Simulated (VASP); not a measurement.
A run of VASP 6.6.1 is set up as follows.

INCAR

```
SYSTEM = InSb
PREC = Accurate
ENCUT = 450
EDIFF = 1E-7
ISMEAR = 0
SIGMA = 0.1
LREAL = .False.
LASPH = .True.
NELM = 120
ALGO = Normal
ISIF = 2
LWAVE = .False.
LCHARG = .False.
GGA = CA
IBRION = 2
NSW = 60
EDIFFG = -0.002
GGA_COMPAT = .False.
NELMIN = 4
```

KPOINTS

```
regular mesh
0
Gamma
  10 10 10
  0 0 0
```

POSCAR

```
InSb
1.0
    0.0000000000      3.0542048732      3.3276965029
    3.0542048732      0.0000000000      3.3276965029
    3.0542048732      3.0542048732      0.0000000000
In Sb
1 1
Direct
    0.0000000000      0.0000000000      0.0000000000
    0.2500000000      0.2500000000      0.2500000000
```

Potentials or basis: VASP PAW LDA potentials, release 64 (In_d, Sb).

Command:

```sh
$ cat potpaw_LDA.64/In_d/POTCAR potpaw_LDA.64/Sb/POTCAR > POTCAR
$ mpirun -np 1 vasp_std > vasp.out
```

Problem. Predict the band gap on the k mesh.

Solution. Zero (filled and empty bands touch).

Final structure:
```
In Sb
1.0
     0.00000    3.05420    3.32770
     3.05420    0.00000    3.32770
     3.05420    3.05420    0.00000
In Sb
1 1
Cartesian
  0.0000 0.0000 0.0000
  1.5271 1.5271 1.6638
```

Caveat: the cell differs from its parent crystal (strained cell); the relaxation stopped at its first step, so nothing moved; semilocal functionals underestimate gaps, so a narrow gap can read as zero; spin-orbit coupling is left out, which moves the levels of the heavy elements.
